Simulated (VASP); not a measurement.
# AlN (Fm-3m) in VASP: notebook

AlN is run at these levels: PBE; tasks: single point.

Everything below comes from runs of VASP 6.6.1. Logs are shortened: lines on timing, memory, paths and dates and some standing lists are left out, and cuts for length are marked.

## 1. The cell of the first run

The structure is cubic, space group Fm-3m (No. 225). Conventional cell: a = 3.996 Å, b = 3.996 Å, c = 3.996 Å, α = 90.00°, β = 90.00°, γ = 90.00°. Within 2.6 Å of Al (site symmetry m-3m) lie 6 N at 2.00 Å. Within 2.6 Å of N (site symmetry m-3m) lie 6 Al at 2.00 Å.

## 2. Single point, PBE (strained)

The input, INCAR:

```
SYSTEM = AlN
PREC = Accurate ; ENCUT = 520
EDIFF = 1E-6 ; ISMEAR = 0
SIGMA = 0.02 ; LREAL = .False.
LASPH = .True. ; NELM = 100
ALGO = Normal ; ISIF = 2
LWAVE = .False. ; LCHARG = .False.
GGA = PE ; NBANDS = 11
```

The input, KPOINTS:

```
regular mesh
0
Gamma
  10 10 10
  0 0 0
```

The input, POSCAR:

```
AlN
1.0
    0.0000000000      1.9978559856      1.9978559856
    1.9978559856      0.0000000000      1.9978559856
    1.9978559856      1.9978559856      0.0000000000
Al N
1 1
Direct
    0.5000000000      0.5000000000      0.5000000000
    0.0000000000      0.0000000000      0.0000000000
```

Potentials or basis: VASP PAW PBE potentials, release 64 (Al, N).

On the command line:

```console
> cat potpaw_PBE.64/Al/POTCAR potpaw_PBE.64/N/POTCAR > POTCAR
> mpirun -np 1 vasp_std > vasp.out
```

OUTCAR:

```text
SYSTEM = AlN
   PREC = Accurate
   ENCUT = 520
   EDIFF = 1E-6
   ISMEAR = 0
   LREAL = .False.
   LASPH = .True.
   NELM = 100
   ISIF = 2
   GGA = PE

 ion  position               nearest neighbor table
   1  0.500  0.500  0.500-   2 2.00   2 2.00   2 2.00   2 2.00   2 2.00   2 2.00
   2  0.000  0.000  0.000-   1 2.00   1 2.00   1 2.00   1 2.00   1 2.00   1 2.00

  LATTYP: Found a face centered cubic cell.
 ALAT       =     3.9957119712

  Lattice vectors:

 A1 = (   0.0000000000,   1.9978559856,   1.9978559856)
 A2 = (   1.9978559856,   0.0000000000,   1.9978559856)
 A3 = (   1.9978559856,   1.9978559856,   0.0000000000)

Analysis of symmetry for initial positions (statically):
=====================================================================
 Subroutine PRICEL returns:
 Original cell was already a primitive cell.

 Routine SETGRP: Setting up the symmetry group for a
 face centered cubic supercell.

 Subroutine GETGRP returns: Found 48 space group operations
 (whereof 48 operations were pure point group operations)
 out of a pool of 48 trial point group operations.

The static configuration has the point symmetry O_h .

Analysis of symmetry for dynamics (positions and initial velocities):
=====================================================================
 Subroutine PRICEL returns:
 Original cell was already a primitive cell.

 Routine SETGRP: Setting up the symmetry group for a
 face centered cubic supercell.

 Subroutine GETGRP returns: Found 48 space group operations
 (whereof 48 operations were pure point group operations)
 out of a pool of 48 trial point group operations.

The dynamic configuration has the point symmetry O_h .

 Subroutine INISYM returns: Found 48 space group operations
 (whereof 48 operations are pure point group operations),
 and found     1 'primitive' translations

----------------------------------------------------------------------------------------

                                     Primitive cell

  volume of cell :      15.9486

  direct lattice vectors                    reciprocal lattice vectors
     0.000000000  1.997855986  1.997855986    -0.250268289  0.250268289  0.250268289
     1.997855986  0.000000000  1.997855986     0.250268289 -0.250268289  0.250268289
     1.997855986  1.997855986  0.000000000     0.250268289  0.250268289 -0.250268289

  length of vectors
     2.825395031  2.825395031  2.825395031     0.433477393  0.433477393  0.433477393

  position of ions in fractional coordinates (direct lattice)
     0.500000000  0.500000000  0.500000000
     0.000000000  0.000000000  0.000000000

  ion indices of the primitive-cell ions
   primitive index   ion index
                 1           1
                 2           2

----------------------------------------------------------------------------------------

 KPOINTS: regular mesh

Automatic generation of k-mesh.
 Grid dimensions read from file:
 generate k-points for:   10   10   10

 Generating k-lattice:

  Cartesian coordinates                     Fractional coordinates (reciprocal lattice)
    -0.025026829  0.025026829  0.025026829     0.100000000  0.000000000  0.000000000
     0.025026829 -0.025026829  0.025026829     0.000000000  0.100000000  0.000000000
     0.025026829  0.025026829 -0.025026829     0.000000000  0.000000000  0.100000000

  Length of vectors
     0.043347739  0.043347739  0.043347739

  Shift w.r.t. Gamma in fractional coordinates (k-lattice)
     0.000000000  0.000000000  0.000000000

 Subroutine IBZKPT returns following result:
 ===========================================

 Found     47 irreducible k-points:

 Following reciprocal coordinates:
            Coordinates               Weight
  0.000000  0.000000  0.000000      1.000000
  0.100000  0.000000  0.000000      8.000000
  0.200000  0.000000  0.000000      8.000000
  0.300000  0.000000  0.000000      8.000000
  0.400000  0.000000  0.000000      8.000000
  0.500000  0.000000  0.000000      4.000000
[... 16 lines left out ...]
  0.300000  0.300000  0.000000      6.000000
  0.400000  0.300000  0.000000     24.000000
 [... further k-points ...]
   k-points           NKPTS =     47   k-points in BZ     NKDIM =     47   number of bands    NBANDS=     11
   number of dos      NEDOS =    301   number of ions     NIONS =      2
   total plane-waves  NPLWV =  13824
   dimension x,y,z NGX =    24 NGY =   24 NGZ =   24
   dimension x,y,z NGXF=    48 NGYF=   48 NGZF=   48
   ions per type =               1   1
   NGX,Y,Z   is equivalent  to a cutoff of  14.12, 14.12, 14.12 a.u.
   NGXF,Y,Z  is equivalent  to a cutoff of  28.24, 28.24, 28.24 a.u.
 SYSTEM =  AlN
   PREC   = accura    normal or accurate (medium, high low for compatibility)
   ISTART =      0    job   : 0-new  1-cont  2-samecut
   ICHARG =      2    charge: 1-file 2-atom 10-const
   ISPIN  =      1    spin polarized calculation?
   LNONCOLLINEAR =      F non collinear calculations
   LSORBIT =      F    spin-orbit coupling
   LASPH  =      T    aspherical Exc in radial PAW
   ENCUT  =  520.0 eV  38.22 Ry    6.18 a.u.   5.25  5.25  5.25*2*pi/ulx,y,z
   NELM   =    100;   NELMIN=  2; NELMDL= -5     # of ELM steps
   EDIFF  = 0.1E-05   stopping-criterion for ELM
   LREAL  =      F    real-space projection
   EDIFFG = 0.1E-04   stopping-criterion for IOM
   NSW    =      0    number of steps for IOM
   IBRION =     -1    ionic relax: 0-MD 1-quasi-New 2-CG
   NFREE  =      0    steps in history (QN), initial steepest desc. (CG)
   ISIF   =      2    stress and relaxation
   ISYM   =      2    0-nonsym 1-usesym 2-fastsym
   POTIM  = 0.5000    time-step for ionic-motion
   TEBEG  =    0.0;   TEEND  =   0.0 temperature during run
   PSTRESS=    0.0 pullay stress
   NELECT =       8.0000    total number of electrons
   NUPDOWN=      -1.0000    fix difference up-down
   EMIN   =  10.00;   EMAX   =-10.00  energy-range for DOS
   EFERMI =   0.00;   METHOD = LEGACY
   ISMEAR =     0;   SIGMA  =   0.02  broadening in eV -4-tet -1-fermi 0-gaus
   EFERMI_NEDOS =   21; number of points for ismear=-14 and -15
   IALGO  =     38    algorithm
   IMIX   =      4    mixing-type and parameters
     AMIX     =   0.40;   BMIX     =  1.00
     AMIX_MAG =   1.60;   BMIX_MAG =  1.00
  volume/ion in A,a.u.               =       7.97        53.81
  Fermi-wavevector in a.u.,A,eV,Ry     =   1.300760  2.458081 23.020754  1.691978
  Thomas-Fermi vector in A             =   2.431938
   LORBIT       =      0    0 simple, 1 ext, 2 COOP (PROOUT), +10 PAW based schemes
   GGA     = PE    functional components
   LHFCALC =     F    Hartree Fock is set to
   AEXX    =    0.0000 exact exchange contribution
   IVDW    =     0    specifies the selected vdW correction
   LEPSILON=     F    determine dielectric tensor
   LRPA    =     F    only Hartree local field effects (RPA)
 non-spin polarized calculation
 Gauss-broadening in eV      SIGMA  =   0.02
  energy-cutoff  :      520.00
  volume of cell :       15.95
 maximum number of plane-waves:       444
 NGX is ok and might be reduce to    24
   NGX = 11   NGY = 11   NGZ = 11

 number of electron       7.9999999 magnetization

 Free energy of the ion-electron system (eV)
  ---------------------------------------------------
  ext. energy  EPLUGINS =         0.00000000
  ---------------------------------------------------
  free energy    TOTEN  =       -14.50430888 eV

  energy without entropy =      -14.50430888  energy(sigma->0) =      -14.50430888

 E-fermi :  10.6095     XC(G=0): -12.4525

 val. band max:       10.4303164235   @ k =   0.0000   0.0000   0.0000
 cond. band min:      15.3841439704   @ k =   0.5000   0.5000   0.0000
 fundamental gap:      4.9538275469
 Fermi energy:        10.6094777837

 k-point     1 :       0.0000    0.0000    0.0000
  band No.  band energies     occupation
      1      -7.4489      2.00000
      2      10.4303      2.00000
      3      10.4303      2.00000
      4      10.4303      2.00000
      5      16.6310      0.00000
      6      22.7118      0.00000
      7      22.7118      0.00000
      8      22.7118      0.00000
      9      27.9495      0.00000
     10      28.4831      0.00000
     11      28.4831      0.00000

 k-point     2 :       0.1000    0.0000    0.0000
  band No.  band energies     occupation
      1      -7.2367      2.00000
      2       9.4091      2.00000
      3      10.3000      2.00000
      4      10.3000      2.00000
      5      17.2325      0.00000
      6      21.8140      0.00000
      7      23.0297      0.00000
      8      23.0297      0.00000
      9      27.0034      0.00000
     10      27.0034      0.00000
     11      29.1521      0.00000

 k-point     3 :       0.2000    0.0000    0.0000
  band No.  band energies     occupation
      1      -6.6188      2.00000
      2       7.2228      2.00000
      3       9.9844      2.00000
      4       9.9844      2.00000
      5      17.7680      0.00000
      6      21.4305      0.00000
      7      23.2907      0.00000
      8      23.2907      0.00000
      9      26.3742      0.00000
     10      26.3742      0.00000
     11      28.5642      0.00000
[... 267 lines left out ...]
 k-point    23 :       0.3000    0.3000    0.0000
  band No.  band energies     occupation
      1      -5.1096      2.00000
      2       5.5162      2.00000
      3       8.3363      2.00000
      4       8.3363      2.00000
      5      17.1081      0.00000
      6      17.6939      0.00000
      7      22.6127      0.00000
      8      26.5022      0.00000
      9      26.5022      0.00000
     10      31.3062      0.00000
     11      35.1100      0.00000

 k-point    24 :       0.4000    0.3000    0.0000
  band No.  band energies     occupation
      1      -4.3176      2.00000
      2       4.4371      2.00000
      3       7.5351      2.00000
      4       8.0699      2.00000
      5      16.7769      0.00000
      6      17.5144      0.00000
      7      23.0550      0.00000
      8      26.4860      0.00000
      9      27.2951      0.00000
     10      32.6616      0.00000
     11      35.7729      0.00000

 [... further k-points ...]

------------------------ aborting loop because EDIFF is reached ----------------------------------------

  FORCE on cell =-STRESS in cart. coord.  units (eV):
  Direction    XX          YY          ZZ          XY          YZ          ZX
  --------------------------------------------------------------------------------------
  -------------------------------------------------------------------------------------
  Total        1.5269702      1.5269702      1.5269702      0.0000000     -0.0000000     -0.0000000
  in kB      153.3976209    153.3976209    153.3976209      0.0000000     -0.0000000     -0.0000000
  external PRESSURE =     153.3976209 kB  Pullay stress =       0.0000000 kB

 VOLUME and BASIS-vectors are now :
 -----------------------------------------------------------------------------
  energy-cutoff  :      520.00
  volume of cell :       15.95
      direct lattice vectors                 reciprocal lattice vectors
     0.000000000  1.997855986  1.997855986    -0.250268289  0.250268289  0.250268289
     1.997855986  0.000000000  1.997855986     0.250268289 -0.250268289  0.250268289
     1.997855986  1.997855986  0.000000000     0.250268289  0.250268289 -0.250268289

 POSITION                                       TOTAL-FORCE (eV/Angst)
 -----------------------------------------------------------------------------------
      1.99786      1.99786      1.99786        -0.000000      0.000000     -0.000000
      0.00000      0.00000      0.00000         0.000000     -0.000000      0.000000
 -----------------------------------------------------------------------------------
    total drift:                                0.000000     -0.000000     -0.000000

  FREE ENERGIE OF THE ION-ELECTRON SYSTEM (eV)
  ---------------------------------------------------
  free  energy   TOTEN  =       -14.5043088787 eV

  energy  without entropy=      -14.5043088787  energy(sigma->0) =      -14.50430888
```

Run time: 16 s. Hardware: 1 thread of AMD EPYC 7R13, shared host; peak memory 0.11 GiB.

What came out:

```
Free energy            : -14.5043 eV
Pressure               : 15.3 GPa
Band gap on the k mesh : 4.95 eV, indirect (least direct gap 6.20 eV)
```

Caveat: the cell differs from its parent crystal (strained). A k mesh can miss the band edges.

## 3. Single point, PBE (strained)

The input, INCAR:

```
PREC = Accurate
ENCUT = 520
EDIFF = 1E-6
ISMEAR = 0
SIGMA = 0.02
LREAL = F
LASPH = T
NELM = 100
ALGO = Normal
ISIF = 2
LWAVE = F
LCHARG = F
GGA = PE
NBANDS = 11
```

The input, KPOINTS:

```
Automatic mesh
0
Gamma
  10 10 10
```

The input, POSCAR:

```
AlN
1.0
    0.0000000000      1.9871747661      1.9871747661
    1.9871747661      0.0000000000      1.9871747661
    1.9871747661      1.9871747661      0.0000000000
Al N
1 1
Direct
    0.5000000000      0.5000000000      0.5000000000
    0.0000000000      0.0000000000      0.0000000000
```

Potentials or basis: VASP PAW PBE potentials, release 64 (Al, N).

On the command line:

```console
> cat potpaw_PBE.64/Al/POTCAR potpaw_PBE.64/N/POTCAR > POTCAR
> mpirun -np 1 vasp_std > vasp.out
```

Run time: 17 s. Hardware: 1 thread of AMD EPYC 7R13, shared host; peak memory 0.11 GiB.

It converged, with:

```
Free energy            : -14.4757 eV
Pressure               : 20.5 GPa
Band gap on the k mesh : 5.12 eV, indirect (least direct gap 6.44 eV)
```

Levels at points of the mesh, in eV from the valence-band top:
| k point | band 1 | band 2 | band 3 | band 4 | band 5 | band 6 | band 7 | band 8 |
| --- | --- | --- | --- | --- | --- | --- | --- | --- |
| (0.00, 0.00, 0.00) | -18.03 | 0.00 | 0.00 | 0.00 | 6.44 | 12.33 | 12.33 | 12.33 |
| (0.50, 0.00, 0.00) | -14.56 | -8.64 | -1.18 | -1.18 | 6.47 | 11.42 | 11.42 | 14.08 |
| (0.50, 0.50, 0.00) | -13.51 | -7.73 | -2.93 | -2.93 | 5.12 | 5.21 | 14.69 | 18.08 |

Caveat: the cell differs from its parent crystal (strained). A k mesh can miss the band edges.

## 4. Single point, PBE (strained)

The input, INCAR:

```
ALGO = Normal ; EDIFF = 1E-6
ENCUT = 520 ; GGA = PE
ISIF = 2 ; ISMEAR = 0
LASPH = T ; LCHARG = T
LELF = T ; LREAL = F
LVHAR = T ; LWAVE = F
NBANDS = 11 ; NELM = 60
PREC = Accurate ; SIGMA = 0.02
```

The input, KPOINTS:

```
k-points
0
Gamma
  10 10 10
```

The input, POSCAR:

```
AlN
1.0
    0.0000000000      2.0927865955      2.0927865955
    2.0927865955      0.0000000000      2.0927865955
    2.0927865955      2.0927865955      0.0000000000
Al N
1 1
Direct
    0.5000000000      0.5000000000      0.5000000000
    0.0000000000      0.0000000000      0.0000000000
```

Potentials or basis: VASP PAW PBE potentials, release 64 (Al, N).

On the command line:

```console
> cat potpaw_PBE.64/Al/POTCAR potpaw_PBE.64/N/POTCAR > POTCAR
> mpirun -np 1 vasp_std > vasp.out
```

OUTCAR:

```text
EDIFF = 1E-6
   ENCUT = 520
   GGA = PE
   ISIF = 2
   ISMEAR = 0
   LASPH = T
   LREAL = F
   NELM = 60
   PREC = Accurate

 ion  position               nearest neighbor table
   1  0.500  0.500  0.500-   2 2.09   2 2.09   2 2.09   2 2.09   2 2.09   2 2.09
   2  0.000  0.000  0.000-   1 2.09   1 2.09   1 2.09   1 2.09   1 2.09   1 2.09

  LATTYP: Found a face centered cubic cell.
 ALAT       =     4.1855731910

  Lattice vectors:

 A1 = (   0.0000000000,   2.0927865955,   2.0927865955)
 A2 = (   2.0927865955,   0.0000000000,   2.0927865955)
 A3 = (   2.0927865955,   2.0927865955,   0.0000000000)

Analysis of symmetry for initial positions (statically):
=====================================================================
 Subroutine PRICEL returns:
 Original cell was already a primitive cell.

 Routine SETGRP: Setting up the symmetry group for a
 face centered cubic supercell.

 Subroutine GETGRP returns: Found 48 space group operations
 (whereof 48 operations were pure point group operations)
 out of a pool of 48 trial point group operations.

The static configuration has the point symmetry O_h .

Analysis of symmetry for dynamics (positions and initial velocities):
[... 171 lines left out ...]
      3       8.6745      2.00000
      4       8.6745      2.00000
      5      12.9329      0.00000
      6      20.5005      0.00000
      7      20.5005      0.00000
      8      20.5005      0.00000
      9      25.3701      0.00000
     10      25.7092      0.00000
     11      25.7092      0.00000
[... 309 lines left out ...]
 k-point    24 :       0.4000    0.3000    0.0000
  band No.  band energies     occupation
      1      -5.3027      2.00000
      2       3.2293      2.00000
      3       6.1504      2.00000
      4       6.6188      2.00000
      5      13.9701      0.00000
      6      15.4495      0.00000
      7      19.7415      0.00000
      8      23.0117      0.00000
      9      23.6550      0.00000
     10      29.3832      0.00000
     11      31.9465      0.00000

 [... further k-points ...]

------------------------ aborting loop because EDIFF is reached ----------------------------------------

  FORCE on cell =-STRESS in cart. coord.  units (eV):
  Direction    XX          YY          ZZ          XY          YZ          ZX
  --------------------------------------------------------------------------------------
  -------------------------------------------------------------------------------------
  Total       -2.0575790     -2.0575790     -2.0575790      0.0000000      0.0000000     -0.0000000
  in kB     -179.8300526   -179.8300526   -179.8300526      0.0000000      0.0000000     -0.0000000
  external PRESSURE =    -179.8300526 kB  Pullay stress =       0.0000000 kB

 VOLUME and BASIS-vectors are now :
 -----------------------------------------------------------------------------
  energy-cutoff  :      520.00
  volume of cell :       18.33
      direct lattice vectors                 reciprocal lattice vectors
     0.000000000  2.092786595  2.092786595    -0.238915903  0.238915903  0.238915903
     2.092786595  0.000000000  2.092786595     0.238915903 -0.238915903  0.238915903
     2.092786595  2.092786595  0.000000000     0.238915903  0.238915903 -0.238915903

 POSITION                                       TOTAL-FORCE (eV/Angst)
 -----------------------------------------------------------------------------------
      2.09279      2.09279      2.09279         0.000000      0.000000      0.000000
      0.00000      0.00000      0.00000        -0.000000     -0.000000     -0.000000
 -----------------------------------------------------------------------------------
    total drift:                                0.000000     -0.000000     -0.000000

  FREE ENERGIE OF THE ION-ELECTRON SYSTEM (eV)
  ---------------------------------------------------
  free  energy   TOTEN  =       -14.4571998580 eV

  energy  without entropy=      -14.4571998580  energy(sigma->0) =      -14.45719986
```

stdout:

```text
POSCAR found type information on POSCAR AlN
 POSCAR found :  2 types and       2 ions
 scaLAPACK will be used
 LDA part: xc-table for (Slater+PW92), standard interpolation
 POSCAR, INCAR and KPOINTS ok, starting setup
 FFT: planning ... GRIDC
 FFT: planning ... GRID_SOFT
 FFT: planning ... GRID
 WAVECAR not read
 entering main loop
```

It took 19 s on 1 thread of AMD EPYC 7R13, shared host; peak memory 0.1 GiB.

Results:

```
Free energy            : -14.4572 eV
Pressure               : -18.0 GPa
Band gap on the k mesh : 3.65 eV, indirect (least direct gap 4.26 eV)
```

Caveat: the cell differs from its parent crystal (strained).

## 5. The runs side by side

| cell | gap on the mesh (eV) | pressure (GPa) |
| --- | --- | --- |
| a = 2.825 Å, angles 60.0°, 2 atoms | 4.95 | 15.3 |
| a = 2.810 Å, angles 60.0°, 2 atoms | 5.12 | 20.5 |
| a = 2.960 Å, angles 60.0°, 2 atoms | 3.65 | -18.0 |

Alike in all rows: task single point; level PBE; potentials or basis VASP PAW PBE potentials, release 64 (Al, N); no spin polarisation; k mesh 10 × 10 × 10; cutoff (eV) 520; smearing gaussian 0.02 eV.

Total energies depend on the potentials used, so only differences within one code and one set of settings carry meaning.
